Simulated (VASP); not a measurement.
# BN (F-43m) in VASP: notebook

The runs below take BN through single point, with PBE, PBEsol, LDA.

Everything below comes from runs of VASP 6.6.1. Logs are shortened: lines on timing, memory, paths and dates and some standing lists are left out, and cuts for length are marked.

## 1. The cell of the first run

It takes space group F-43m (No. 216, cubic). Conventional cell: a = 3.610 Å, b = 3.610 Å, c = 3.610 Å, α = 90.00°, β = 90.00°, γ = 90.00°. B (site symmetry -43m) has 4 N at 1.56 Å within 2.1 Å. Within 2.1 Å of N (site symmetry -43m) lie 4 B at 1.56 Å.

## 2. Single point, PBE

Input file INCAR:

```
SYSTEM = BN
ALGO = Normal
EDIFF = 1E-7
ENCUT = 520
GGA = PE
ISIF = 2
ISMEAR = 0
LASPH = .TRUE.
LCHARG = .FALSE.
LREAL = .FALSE.
LWAVE = .FALSE.
NBANDS = 11
NELM = 100
PREC = Accurate
SIGMA = 0.01
```

Input file KPOINTS:

```
k-points
0
G
  6 6 6
  0 0 0
```

Input file POSCAR:

```
BN
1.0
    0.0000000000      1.8048254535      1.8048254535
    1.8048254535      0.0000000000      1.8048254535
    1.8048254535      1.8048254535      0.0000000000
B N
1 1
Direct
    0.0000000000      0.0000000000      0.0000000000
    0.2500000000      0.2500000000      0.2500000000
```

Potentials or basis: VASP PAW PBE potentials, release 64 (B, N).

Started as:

```sh
$ cat potpaw_PBE.64/B/POTCAR potpaw_PBE.64/N/POTCAR > POTCAR
$ mpirun -np 1 vasp_std > vasp.out
```

OUTCAR:

```text
SYSTEM = BN
   EDIFF = 1E-7
   ENCUT = 520
   GGA = PE
   ISIF = 2
   ISMEAR = 0
   LASPH = .TRUE.
   LREAL = .FALSE.
   NELM = 100
   PREC = Accurate

 ion  position               nearest neighbor table
   1  0.000  0.000  0.000-   2 1.56   2 1.56   2 1.56   2 1.56
   2  0.250  0.250  0.250-   1 1.56   1 1.56   1 1.56   1 1.56

  LATTYP: Found a face centered cubic cell.
 ALAT       =     3.6096509070

  Lattice vectors:

 A1 = (   0.0000000000,   1.8048254535,   1.8048254535)
 A2 = (   1.8048254535,   0.0000000000,   1.8048254535)
 A3 = (   1.8048254535,   1.8048254535,   0.0000000000)

Analysis of symmetry for initial positions (statically):
=====================================================================
 Subroutine PRICEL returns:
 Original cell was already a primitive cell.

 Routine SETGRP: Setting up the symmetry group for a
 face centered cubic supercell.

 Subroutine GETGRP returns: Found 24 space group operations
 (whereof 24 operations were pure point group operations)
 out of a pool of 48 trial point group operations.

The static configuration has the point symmetry T_d .

Analysis of symmetry for dynamics (positions and initial velocities):
=====================================================================
 Subroutine PRICEL returns:
 Original cell was already a primitive cell.

 Routine SETGRP: Setting up the symmetry group for a
 face centered cubic supercell.

 Subroutine GETGRP returns: Found 24 space group operations
 (whereof 24 operations were pure point group operations)
 out of a pool of 48 trial point group operations.

The dynamic configuration has the point symmetry T_d .

 Subroutine INISYM returns: Found 24 space group operations
 (whereof 24 operations are pure point group operations),
 and found     1 'primitive' translations

----------------------------------------------------------------------------------------

                                     Primitive cell

  volume of cell :      11.7581

  direct lattice vectors                    reciprocal lattice vectors
     0.000000000  1.804825453  1.804825453    -0.277035100  0.277035100  0.277035100
     1.804825453  0.000000000  1.804825453     0.277035100 -0.277035100  0.277035100
     1.804825453  1.804825453  0.000000000     0.277035100  0.277035100 -0.277035100

  length of vectors
     2.552408634  2.552408634  2.552408634     0.479838869  0.479838869  0.479838869

  position of ions in fractional coordinates (direct lattice)
     0.000000000  0.000000000  0.000000000
     0.250000000  0.250000000  0.250000000

  ion indices of the primitive-cell ions
   primitive index   ion index
                 1           1
                 2           2

----------------------------------------------------------------------------------------

 KPOINTS: k-points

Automatic generation of k-mesh.
 Grid dimensions read from file:
 generate k-points for:    6    6    6

 Generating k-lattice:

  Cartesian coordinates                     Fractional coordinates (reciprocal lattice)
    -0.046172517  0.046172517  0.046172517     0.166666667  0.000000000  0.000000000
     0.046172517 -0.046172517  0.046172517     0.000000000  0.166666667  0.000000000
     0.046172517  0.046172517 -0.046172517     0.000000000  0.000000000  0.166666667

  Length of vectors
     0.079973145  0.079973145  0.079973145

  Shift w.r.t. Gamma in fractional coordinates (k-lattice)
     0.000000000  0.000000000  0.000000000

 Subroutine IBZKPT returns following result:
 ===========================================

 Found     16 irreducible k-points:

 Following reciprocal coordinates:
            Coordinates               Weight
  0.000000  0.000000  0.000000      1.000000
  0.166667  0.000000  0.000000      8.000000
  0.333333  0.000000  0.000000      8.000000
  0.500000  0.000000  0.000000      4.000000
  0.166667  0.166667  0.000000      6.000000
  0.333333  0.166667  0.000000     24.000000
[... 8 lines left out ...]
 -0.333333  0.333333  0.166667     24.000000
 -0.333333  0.500000  0.166667     12.000000
   k-points           NKPTS =     16   k-points in BZ     NKDIM =     16   number of bands    NBANDS=     11
   number of dos      NEDOS =    301   number of ions     NIONS =      2
   total plane-waves  NPLWV =   8000
   dimension x,y,z NGX =    20 NGY =   20 NGZ =   20
   dimension x,y,z NGXF=    40 NGYF=   40 NGZF=   40
   ions per type =               1   1
   NGX,Y,Z   is equivalent  to a cutoff of  13.03, 13.03, 13.03 a.u.
   NGXF,Y,Z  is equivalent  to a cutoff of  26.05, 26.05, 26.05 a.u.
 SYSTEM =  BN
   PREC   = accura    normal or accurate (medium, high low for compatibility)
   ISTART =      0    job   : 0-new  1-cont  2-samecut
   ICHARG =      2    charge: 1-file 2-atom 10-const
   ISPIN  =      1    spin polarized calculation?
   LNONCOLLINEAR =      F non collinear calculations
   LSORBIT =      F    spin-orbit coupling
   LASPH  =      T    aspherical Exc in radial PAW
   ENCUT  =  520.0 eV  38.22 Ry    6.18 a.u.   4.75  4.75  4.75*2*pi/ulx,y,z
   NELM   =    100;   NELMIN=  2; NELMDL= -5     # of ELM steps
   EDIFF  = 0.1E-06   stopping-criterion for ELM
   LREAL  =      F    real-space projection
   EDIFFG = 0.1E-05   stopping-criterion for IOM
   NSW    =      0    number of steps for IOM
   IBRION =     -1    ionic relax: 0-MD 1-quasi-New 2-CG
   NFREE  =      0    steps in history (QN), initial steepest desc. (CG)
   ISIF   =      2    stress and relaxation
   ISYM   =      2    0-nonsym 1-usesym 2-fastsym
   POTIM  = 0.5000    time-step for ionic-motion
   TEBEG  =    0.0;   TEEND  =   0.0 temperature during run
   PSTRESS=    0.0 pullay stress
   NELECT =       8.0000    total number of electrons
   NUPDOWN=      -1.0000    fix difference up-down
   EMIN   =  10.00;   EMAX   =-10.00  energy-range for DOS
   EFERMI =   0.00;   METHOD = LEGACY
   ISMEAR =     0;   SIGMA  =   0.01  broadening in eV -4-tet -1-fermi 0-gaus
   EFERMI_NEDOS =   21; number of points for ismear=-14 and -15
   IALGO  =     38    algorithm
   IMIX   =      4    mixing-type and parameters
     AMIX     =   0.40;   BMIX     =  1.00
     AMIX_MAG =   1.60;   BMIX_MAG =  1.00
  volume/ion in A,a.u.               =       5.88        39.67
  Fermi-wavevector in a.u.,A,eV,Ry     =   1.439880  2.720979 28.208337  2.073254
  Thomas-Fermi vector in A             =   2.558686
   LORBIT       =      0    0 simple, 1 ext, 2 COOP (PROOUT), +10 PAW based schemes
   GGA     = PE    functional components
   LHFCALC =     F    Hartree Fock is set to
   AEXX    =    0.0000 exact exchange contribution
   IVDW    =     0    specifies the selected vdW correction
   LEPSILON=     F    determine dielectric tensor
   LRPA    =     F    only Hartree local field effects (RPA)
 non-spin polarized calculation
 Gauss-broadening in eV      SIGMA  =   0.01
  energy-cutoff  :      520.00
  volume of cell :       11.76
 maximum number of plane-waves:       332
   NGX =  9   NGY =  9   NGZ =  9

 number of electron       7.9999999 magnetization

 Free energy of the ion-electron system (eV)
  ---------------------------------------------------
  ext. energy  EPLUGINS =         0.00000000
  ---------------------------------------------------
  free energy    TOTEN  =       -17.44444534 eV

  energy without entropy =      -17.44444534  energy(sigma->0) =      -17.44444534

 E-fermi :   7.5444     XC(G=0): -12.8432

 val. band max:        7.4605989160   @ k =   0.0000   0.0000   0.0000
 cond. band min:      11.9226986758   @ k =   0.5000   0.5000   0.0000
 fundamental gap:      4.4620997598
 Fermi energy:         7.5444304884

 k-point     1 :       0.0000    0.0000    0.0000
  band No.  band energies     occupation
      1     -12.8219      2.00000
      2       7.4606      2.00000
      3       7.4606      2.00000
      4       7.4606      2.00000
      5      16.2994      0.00000
      6      16.2994      0.00000
      7      16.2994      0.00000
      8      17.8818      0.00000
      9      32.2944      0.00000
     10      35.2809      0.00000
     11      35.2809      0.00000

 k-point     2 :       0.1667    0.0000    0.0000
  band No.  band energies     occupation
      1     -12.1494      2.00000
      2       4.4389      2.00000
      3       6.8371      2.00000
      4       6.8371      2.00000
      5      16.8424      0.00000
      6      17.2150      0.00000
      7      17.2150      0.00000
      8      19.7621      0.00000
      9      31.5030      0.00000
     10      31.5030      0.00000
     11      31.5143      0.00000

 k-point     3 :       0.3333    0.0000    0.0000
  band No.  band energies     occupation
      1     -10.2782      2.00000
      2      -0.4342      2.00000
      3       5.8924      2.00000
      4       5.8924      2.00000
      5      17.4209      0.00000
      6      18.1375      0.00000
      7      18.1375      0.00000
      8      22.0484      0.00000
      9      30.7460      0.00000
     10      31.9024      0.00000
     11      31.9024      0.00000

 k-point     4 :       0.5000    0.0000    0.0000
  band No.  band energies     occupation
      1      -8.5831      2.00000
      2      -3.2719      2.00000
      3       5.5116      2.00000
      4       5.5116      2.00000
      5      17.6625      0.00000
      6      18.1890      0.00000
      7      18.1890      0.00000
      8      22.7628      0.00000
      9      30.9788      0.00000
     10      34.3430      0.00000
     11      34.4327      0.00000

 k-point     5 :       0.1667    0.1667    0.0000
  band No.  band energies     occupation
      1     -11.9268      2.00000
      2       5.3912      2.00000
      3       5.7019      2.00000
      4       5.7019      2.00000
      5      15.2358      0.00000
      6      18.8012      0.00000
      7      18.8012      0.00000
      8      19.4359      0.00000
      9      26.7783      0.00000
     10      33.9247      0.00000
     11      36.5504      0.00000
[... 99 lines left out ...]
 k-point    13 :       0.5000    0.5000    0.0000
  band No.  band energies     occupation
      1      -7.2101      2.00000
      2      -1.4851      2.00000
      3       2.5338      2.00000
      4       2.5338      2.00000
      5      11.9227      0.00000
      6      16.7149      0.00000
      7      25.4460      0.00000
      8      25.4460      0.00000
      9      28.3196      0.00000
     10      34.7914      0.00000
     11      41.1763      0.00000

 k-point    14 :       0.5000    0.3333    0.1667
  band No.  band energies     occupation
      1      -8.7836      2.00000
      2      -0.0068      2.00000
      3       1.9998      2.00000
      4       3.9043      2.00000
      5      16.2571      0.00000
      6      19.3817      0.00000
      7      20.6696      0.00000
      8      23.0783      0.00000
      9      27.1914      0.00000
     10      33.1309      0.00000
     11      35.7738      0.00000

 k-point    15 :      -0.3333    0.3333    0.1667
  band No.  band energies     occupation
      1      -7.4370      2.00000
      2      -1.5298      2.00000
      3       1.3801      2.00000
      4       2.9433      2.00000
      5      16.9688      0.00000
      6      19.3085      0.00000
      7      22.4753      0.00000
      8      23.9052      0.00000
      9      25.6119      0.00000
     10      33.2435      0.00000
     11      35.6195      0.00000

 k-point    16 :      -0.3333    0.5000    0.1667
  band No.  band energies     occupation
      1      -6.9792      2.00000
      2      -0.7563      2.00000
      3       1.2408      2.00000
      4       1.2800      2.00000
      5      15.2471      0.00000
      6      19.5124      0.00000
      7      22.5998      0.00000
      8      24.3111      0.00000
      9      27.1006      0.00000
     10      33.4193      0.00000
     11      37.7228      0.00000

------------------------ aborting loop because EDIFF is reached ----------------------------------------

  FORCE on cell =-STRESS in cart. coord.  units (eV):
  Direction    XX          YY          ZZ          XY          YZ          ZX
  --------------------------------------------------------------------------------------
  -------------------------------------------------------------------------------------
  Total        0.3709029      0.3709029      0.3709029      0.0000000      0.0000000     -0.0000000
  in kB       50.5399975     50.5399975     50.5399975      0.0000000      0.0000000     -0.0000000
  external PRESSURE =      50.5399975 kB  Pullay stress =       0.0000000 kB

 VOLUME and BASIS-vectors are now :
 -----------------------------------------------------------------------------
  energy-cutoff  :      520.00
  volume of cell :       11.76
      direct lattice vectors                 reciprocal lattice vectors
     0.000000000  1.804825453  1.804825453    -0.277035100  0.277035100  0.277035100
     1.804825453  0.000000000  1.804825453     0.277035100 -0.277035100  0.277035100
     1.804825453  1.804825453  0.000000000     0.277035100  0.277035100 -0.277035100

 POSITION                                       TOTAL-FORCE (eV/Angst)
 -----------------------------------------------------------------------------------
      0.00000      0.00000      0.00000         0.000000     -0.000000      0.000000
      0.90241      0.90241      0.90241        -0.000000      0.000000     -0.000000
 -----------------------------------------------------------------------------------
    total drift:                                0.000000      0.000000      0.000000

  FREE ENERGIE OF THE ION-ELECTRON SYSTEM (eV)
  ---------------------------------------------------
  free  energy   TOTEN  =       -17.4444453444 eV

  energy  without entropy=      -17.4444453444  energy(sigma->0) =      -17.44444534
```

Run time: 5 s. Hardware: 1 thread of Intel Xeon 8259CL, shared host; peak memory 0.12 GiB.

Results:

```
Free energy            : -17.4444 eV
Pressure               : 5.1 GPa
Band gap on the k mesh : 4.46 eV, indirect (least direct gap 8.84 eV)
```

Caveat: the k points lie up to 0.50 Å⁻¹ apart. PBE gaps usually lie below the measured ones, often by a third to a half.

## 3. Single point, PBEsol

This run uses another cell than the first one, of 5.86 Å³/atom, 0.997 times its volume.

Input file INCAR:

```
SYSTEM = BN
PREC = Accurate
ENCUT = 520
EDIFF = 1E-7
ISMEAR = -1
SIGMA = 0.02
LREAL = .FALSE.
LASPH = .TRUE.
NELM = 100
ALGO = Normal
ISIF = 2
LWAVE = .FALSE.
LCHARG = .FALSE.
GGA = PS
NBANDS = 11
```

Input file KPOINTS:

```
Automatic mesh
0
G
  10 10 10
  0 0 0
```

Input file POSCAR:

```
BN
1.0
    0.0000000000      1.8028461262      1.8028461262
    1.8028461262      0.0000000000      1.8028461262
    1.8028461262      1.8028461262      0.0000000000
B N
1 1
Direct
    0.0000000000      0.0000000000      0.0000000000
    0.2500000000      0.2500000000      0.2500000000
```

Potentials or basis: VASP PAW PBE potentials, release 64 (B, N).

Started as:

```sh
$ cat potpaw_PBE.64/B/POTCAR potpaw_PBE.64/N/POTCAR > POTCAR
$ mpirun -np 1 vasp_std > vasp.out
```

It took 8.3 s on 1 thread of Intel Xeon 8259CL, shared host; peak memory 0.12 GiB.

Results (log left out):

```yaml
Free_energy: -18.3468 eV
Pressure: 0.6 GPa
Band_gap_on_the_k_mesh: 4.28 eV, indirect (least direct gap 8.80 eV)
```

Levels at points of the mesh, in eV from the valence-band top:
| k point | band 1 | band 2 | band 3 | band 4 | band 5 | band 6 | band 7 | band 8 | band 9 |
| --- | --- | --- | --- | --- | --- | --- | --- | --- | --- |
| (0.00, 0.00, 0.00) | -20.34 | 0.00 | 0.00 | 0.00 | 8.80 | 8.80 | 8.80 | 10.39 | 24.66 |
| (0.50, 0.00, 0.00) | -16.04 | -10.85 | -1.96 | -1.96 | 10.19 | 10.66 | 10.66 | 15.15 | 23.30 |
| (0.50, 0.50, 0.00) | -14.65 | -9.02 | -4.98 | -4.98 | 4.28 | 9.13 | 18.00 | 18.00 | 20.75 |

Caveat: the PAW data sets were made with another functional, which shifts forces and pressure a little.

## 4. Single point, LDA

This run uses another cell than the first one, of 5.74 Å³/atom, 0.976 times its volume.

Input file INCAR:

```
  PREC = Accurate
  ENCUT = 520
  EDIFF = 1E-6
  ISMEAR = -1
  SIGMA = 0.02
  LREAL = False
  LASPH = True
  NELM = 100
  ALGO = Normal
  ISIF = 2
  LWAVE = False
  LCHARG = False
  GGA = CA
  NBANDS = 11
```

Input file KPOINTS:

```
regular mesh
0
Gamma
  10 10 10
```

Input file POSCAR:

```
BN
1.0
    0.0000000000      1.7902647164      1.7902647164
    1.7902647164      0.0000000000      1.7902647164
    1.7902647164      1.7902647164      0.0000000000
B N
1 1
Direct
    0.0000000000      0.0000000000      0.0000000000
    0.2500000000      0.2500000000      0.2500000000
```

Potentials or basis: VASP PAW LDA potentials, release 64 (B, N).

Started as:

```sh
$ cat potpaw_LDA.64/B/POTCAR potpaw_LDA.64/N/POTCAR > POTCAR
$ mpirun -np 1 vasp_std > vasp.out
```

It took 7.8 s on 1 thread of Intel Xeon 8259CL, shared host; peak memory 0.11 GiB.

It converged, with:

```yaml
Free_energy: -19.4138 eV
Pressure: 1.0 GPa
Band_gap_on_the_k_mesh: 4.38 eV, indirect (least direct gap 8.82 eV)
```

Levels at points of the mesh, in eV from the valence-band top:
| k point | band 1 | band 2 | band 3 | band 4 | band 5 | band 6 | band 7 | band 8 | band 9 |
| --- | --- | --- | --- | --- | --- | --- | --- | --- | --- |
| (0.00, 0.00, 0.00) | -20.40 | 0.00 | 0.00 | 0.00 | 8.82 | 8.82 | 8.82 | 10.91 | 25.04 |
| (0.50, 0.00, 0.00) | -15.98 | -10.98 | -2.00 | -2.00 | 10.59 | 10.72 | 10.72 | 15.31 | 23.50 |
| (0.50, 0.50, 0.00) | -14.56 | -9.07 | -5.07 | -5.07 | 4.38 | 9.31 | 18.14 | 18.14 | 21.00 |

## 5. The runs side by side

| level | potentials or basis | cell | k mesh | smearing | gap on the mesh (eV) | pressure (GPa) |
| --- | --- | --- | --- | --- | --- | --- |
| PBE | VASP PAW PBE potentials, release 64 (B, N) | a = 2.552 Å, angles 60.0°, 2 atoms | 6 × 6 × 6 | gaussian 0.01 eV | 4.46 | 5.1 |
| PBEsol | VASP PAW PBE potentials, release 64 (B, N) | a = 2.550 Å, angles 60.0°, 2 atoms | 10 × 10 × 10 | fermi-dirac 0.02 eV | 4.28 | 0.6 |
| LDA | VASP PAW LDA potentials, release 64 (B, N) | a = 2.532 Å, angles 60.0°, 2 atoms | 10 × 10 × 10 | fermi-dirac 0.02 eV | 4.38 | 1.0 |

Alike in all rows: task single point; no spin polarisation; cutoff (eV) 520.

Caveats: some runs use coarse meshes; the PAW data sets were made with another functional, which shifts forces and pressure a little (some runs).

Absolute energies hang on the potentials; compare differences alone.
